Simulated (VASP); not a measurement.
# MgH2 (Fm-3m) in VASP: electric field gradients with BLYP

Aim: the electric field gradients of MgH2 with BLYP.

All numbers are computed with VASP 6.6.1; they aren't measurements. Logs are shortened: lines on timing, memory, paths and dates and some standing lists are left out, and cuts for length are marked.

## (1) The cell of the first run

Symmetry: Fm-3m, No. 225, cubic system. Conventional cell: a = 4.762 Å, b = 4.762 Å, c = 4.762 Å, α = 90.00°, β = 90.00°, γ = 90.00°. Mg (site symmetry m-3m) has 8 H at 2.06 Å within 2.7 Å. H (site symmetry -43m) has 4 Mg at 2.06 Å and 6 H at 2.38 Å within 2.7 Å.

## (2) Electric field gradients, BLYP, collinear spin, zero start

INCAR

```
  PREC = Accurate
  ENCUT = 520
  EDIFF = 1E-8
  ISMEAR = 1
  SIGMA = 0.1
  LREAL = F
  LASPH = T
  NELM = 200
  ALGO = Normal
  ISIF = 2
  LWAVE = F
  LCHARG = F
  ISPIN = 2
  MAGMOM = 0 0 0
  LORBIT = 11
  GGA = B5
  ALDAX = 1.0
  AGGAX = 1.0
  AGGAC = 1.0
  ALDAC = 0.0
  LEFG = T
  NBANDS = 13
  GGA_COMPAT = F
```

KPOINTS

```
regular mesh
0
Gamma
  8 8 8
```

POSCAR

```
MgH2
1.0
    0.0000000000      2.3810671667      2.3810671667
    2.3810671667      0.0000000000      2.3810671667
    2.3810671667      2.3810671667      0.0000000000
Mg H
1 2
Direct
    0.0000000000      0.0000000000      0.0000000000
    0.7500000000      0.7500000000      0.7500000000
    0.2500000000      0.2500000000      0.2500000000
```

Potentials or basis: VASP PAW PBE potentials, release 64 (Mg, H).

The run is started by

```
cat potpaw_PBE.64/Mg/POTCAR potpaw_PBE.64/H/POTCAR > POTCAR
mpirun -np 1 vasp_std > vasp.out
```

OUTCAR:

```text
PREC = Accurate
   ENCUT = 520
   EDIFF = 1E-8
   ISMEAR = 1
   LREAL = F
   LASPH = T
   NELM = 200
   ISIF = 2
   ISPIN = 2
   LORBIT = 11
   GGA = B5

 ion  position               nearest neighbor table
   1  0.000  0.000  0.000-   2 2.06   3 2.06   2 2.06   2 2.06   2 2.06   3 2.06   3 2.06   3 2.06

   2  0.750  0.750  0.750-   1 2.06   1 2.06   1 2.06   1 2.06
   3  0.250  0.250  0.250-   1 2.06   1 2.06   1 2.06   1 2.06

  LATTYP: Found a face centered cubic cell.
 ALAT       =     4.7621343334

  Lattice vectors:

 A1 = (   0.0000000000,   2.3810671667,   2.3810671667)
 A2 = (   2.3810671667,   0.0000000000,   2.3810671667)
 A3 = (   2.3810671667,   2.3810671667,   0.0000000000)

Analysis of symmetry for initial positions (statically):
=====================================================================
 Subroutine PRICEL returns:
 Original cell was already a primitive cell.

 Routine SETGRP: Setting up the symmetry group for a
 face centered cubic supercell.

 Subroutine GETGRP returns: Found 48 space group operations
 (whereof 48 operations were pure point group operations)
 out of a pool of 48 trial point group operations.

The static configuration has the point symmetry O_h .

Analysis of symmetry for dynamics (positions and initial velocities):
=====================================================================
 Subroutine PRICEL returns:
 Original cell was already a primitive cell.

 Routine SETGRP: Setting up the symmetry group for a
 face centered cubic supercell.

 Subroutine GETGRP returns: Found 48 space group operations
 (whereof 48 operations were pure point group operations)
 out of a pool of 48 trial point group operations.

The dynamic configuration has the point symmetry O_h .

Analysis of structural, dynamic, and magnetic symmetry:
=====================================================================
 Subroutine PRICEL returns:
 Original cell was already a primitive cell.

 Routine SETGRP: Setting up the symmetry group for a
 face centered cubic supercell.

 Subroutine GETGRP returns: Found 48 space group operations
 (whereof 48 operations were pure point group operations)
 out of a pool of 48 trial point group operations.

The overall configuration has the point symmetry O_h .

 Subroutine INISYM returns: Found 48 space group operations
 (whereof 48 operations are pure point group operations),
 and found     1 'primitive' translations

----------------------------------------------------------------------------------------

                                     Primitive cell

  volume of cell :      26.9988

  direct lattice vectors                    reciprocal lattice vectors
     0.000000000  2.381067167  2.381067167    -0.209989876  0.209989876  0.209989876
     2.381067167  0.000000000  2.381067167     0.209989876 -0.209989876  0.209989876
     2.381067167  2.381067167  0.000000000     0.209989876  0.209989876 -0.209989876

  length of vectors
     3.367337480  3.367337480  3.367337480     0.363713135  0.363713135  0.363713135

  position of ions in fractional coordinates (direct lattice)
     0.000000000  0.000000000  0.000000000
     0.750000000  0.750000000  0.750000000
     0.250000000  0.250000000  0.250000000

  ion indices of the primitive-cell ions
   primitive index   ion index
                 1           1
                 2           2
                 3           3

----------------------------------------------------------------------------------------

 KPOINTS: regular mesh

Automatic generation of k-mesh.
 Grid dimensions read from file:
 generate k-points for:    8    8    8

 Generating k-lattice:

  Cartesian coordinates                     Fractional coordinates (reciprocal lattice)
    -0.026248735  0.026248735  0.026248735     0.125000000  0.000000000  0.000000000
     0.026248735 -0.026248735  0.026248735     0.000000000  0.125000000  0.000000000
     0.026248735  0.026248735 -0.026248735     0.000000000  0.000000000  0.125000000

[... 85 lines left out ...]
   LEPSILON=     F    determine dielectric tensor
   LRPA    =     F    only Hartree local field effects (RPA)
 spin polarized calculation
 Methfessel and Paxton  Order N= 1 SIGMA  =   0.10
  energy-cutoff  :      520.00
  volume of cell :       27.00
 maximum number of plane-waves:       740
 NGX is ok and might be reduce to    28
   NGX = 13   NGY = 13   NGZ = 13

 number of electron       4.0000000 magnetization       0.0000052

 number of electron       4.0000000 magnetization      -0.0000006

 Free energy of the ion-electron system (eV)
  ---------------------------------------------------
  ext. energy  EPLUGINS =         0.00000000
  ---------------------------------------------------
  free energy    TOTEN  =        -7.99516705 eV

  energy without entropy =       -7.99503697  energy(sigma->0) =       -7.99512369

 E-fermi :   3.4122     XC(G=0):  -8.3638

 val. band max:        3.3849682936   @ k =   0.1250   0.0000   0.0000
 cond. band min:       3.6425747414   @ k =  -0.3750   0.5000   0.1250
 fundamental gap:      0.2576064478
 Fermi energy:         3.4122154068

 spin component 1

 k-point     1 :       0.0000    0.0000    0.0000
  band No.  band energies     occupation
      1      -6.5497      1.00000
      2       3.9868     -0.00000
      3      12.7709      0.00000
      4      12.7709      0.00000
      5      12.7709      0.00000
      6      15.3986      0.00000
      7      15.3986      0.00000
      8      15.3986      0.00000
      9      16.1751      0.00000
     10      19.4589      0.00000
     11      19.4589      0.00000
     12      21.1647      0.00000
     13      21.1647      0.00000
[... 356 lines left out ...]
      2      -1.7936      1.00000
      3       6.8071      0.00000
      4       7.0074      0.00000
      5      12.3799      0.00000
      6      12.3885      0.00000
      7      17.7193      0.00000
      8      18.1050      0.00000
      9      19.7264      0.00000
     10      21.0694      0.00000
     11      26.1106      0.00000
     12      26.2220      0.00000
     13      28.3503      0.00000

 [... further k-points ...]

 spin component 2

 k-point     1 :       0.0000    0.0000    0.0000
  band No.  band energies     occupation
      1      -6.5497      1.00000
      2       3.9868     -0.00000
      3      12.7709      0.00000
      4      12.7709      0.00000
      5      12.7709      0.00000
      6      15.3986      0.00000
      7      15.3986      0.00000
      8      15.3986      0.00000
      9      16.1751      0.00000
     10      19.4589      0.00000
     11      19.4589      0.00000
     12      21.1647      0.00000
     13      21.1647      0.00000
[... 356 lines left out ...]
      2      -1.7936      1.00000
      3       6.8070      0.00000
      4       7.0074      0.00000
      5      12.3799      0.00000
      6      12.3885      0.00000
      7      17.7193      0.00000
      8      18.1050      0.00000
      9      19.7264      0.00000
     10      21.0694      0.00000
     11      26.1106      0.00000
     12      26.2220      0.00000
     13      28.3503      0.00000

 [... further k-points ...]
[... 5 lines left out ...]
  --------------------------------------------------------------------------------------
  -------------------------------------------------------------------------------------
  Total        0.0323803      0.0323803      0.0323803      0.0000000     -0.0000000      0.0000000
  in kB        1.9215286      1.9215286      1.9215286      0.0000000     -0.0000000      0.0000000
  external PRESSURE =       1.9215286 kB  Pullay stress =       0.0000000 kB

 VOLUME and BASIS-vectors are now :
 -----------------------------------------------------------------------------
  energy-cutoff  :      520.00
  volume of cell :       27.00
      direct lattice vectors                 reciprocal lattice vectors
     0.000000000  2.381067167  2.381067167    -0.209989876  0.209989876  0.209989876
     2.381067167  0.000000000  2.381067167     0.209989876 -0.209989876  0.209989876
     2.381067167  2.381067167  0.000000000     0.209989876  0.209989876 -0.209989876

 POSITION                                       TOTAL-FORCE (eV/Angst)
 -----------------------------------------------------------------------------------
      0.00000      0.00000      0.00000        -0.000000      0.000000      0.000000
      3.57160      3.57160      3.57160         0.000000      0.000000      0.000000
      1.19053      1.19053      1.19053        -0.000000     -0.000000     -0.000000
 -----------------------------------------------------------------------------------
    total drift:                                0.000000      0.000000      0.000000

  FREE ENERGIE OF THE ION-ELECTRON SYSTEM (eV)
  ---------------------------------------------------
  free  energy   TOTEN  =        -7.9951670531 eV

  energy  without entropy=       -7.9950369724  energy(sigma->0) =       -7.99512369

 Electric field gradients (V/A^2)
---------------------------------------------------------------------
 ion       V_xx      V_yy      V_zz      V_xy      V_xz      V_yz
---------------------------------------------------------------------
   1       0.000    -0.000    -0.000     0.000     0.000     0.000
   2      -0.000    -0.000     0.000     0.001     0.001     0.001
   3      -0.000    -0.000     0.000     0.001     0.001     0.001
---------------------------------------------------------------------

 Electric field gradients after diagonalization (V/A^2)
 (convention: |V_zz| > |V_xx| > |V_yy|)
----------------------------------------------------------------------
 ion       V_xx      V_yy      V_zz     asymmetry (V_yy - V_xx)/ V_zz
----------------------------------------------------------------------
   1      -0.000    -0.000     0.000       0.000
   2      -0.001    -0.001     0.002       0.000
   3      -0.001    -0.001     0.002       0.000
----------------------------------------------------------------------

           NMR quadrupolar parameters

 Cq : quadrupolar parameter    Cq=e*Q*V_zz/h
 eta: asymmetry parameters     (V_yy - V_xx)/ V_zz
 Q  : nuclear electric quadrupole moment in mb (millibarn)
----------------------------------------------------------------------
 ion       Cq(MHz)       eta       Q (mb)
----------------------------------------------------------------------
   1       0.000       0.000       1.000
   2       0.000       0.000       1.000
   3       0.000       0.000       1.000
----------------------------------------------------------------------

 total charge

# of ion       s       p       d       tot
------------------------------------------
    1        0.124   0.132   0.046   0.301
    2        0.593   0.004   0.000   0.597
    3        0.593   0.004   0.000   0.597
--------------------------------------------------
tot          1.310   0.139   0.046   1.495

 magnetization (x)

# of ion       s       p       d       tot
------------------------------------------
    1       -0.000  -0.000  -0.000  -0.000
    2       -0.000   0.000   0.000  -0.000
    3       -0.000   0.000   0.000  -0.000
--------------------------------------------------
tot         -0.000  -0.000  -0.000  -0.000
```

Run time: 34 s. Hardware: 1 thread of Intel Xeon Platinum 8259CL at 2.50GHz (Skylake/Cascade Lake), shared host; peak memory 0.17 GiB.

What came out:

```yaml
Free_energy: -7.9952 eV
Pressure: 0.2 GPa
Band_gap_on_the_k_mesh: zero (filled and empty bands overlap)
Net_moment: 0.00 μB per cell
Valence_electrons_inside_the_program's_atomic_spheres: Mg 0.30; H 0.60
```

Caveat: without QUAD_EFG the Cq values of the log hold for a quadrupole moment of 1 mb, not for the nuclei; the PAW data sets were made with another functional, which shifts forces and pressure a little.
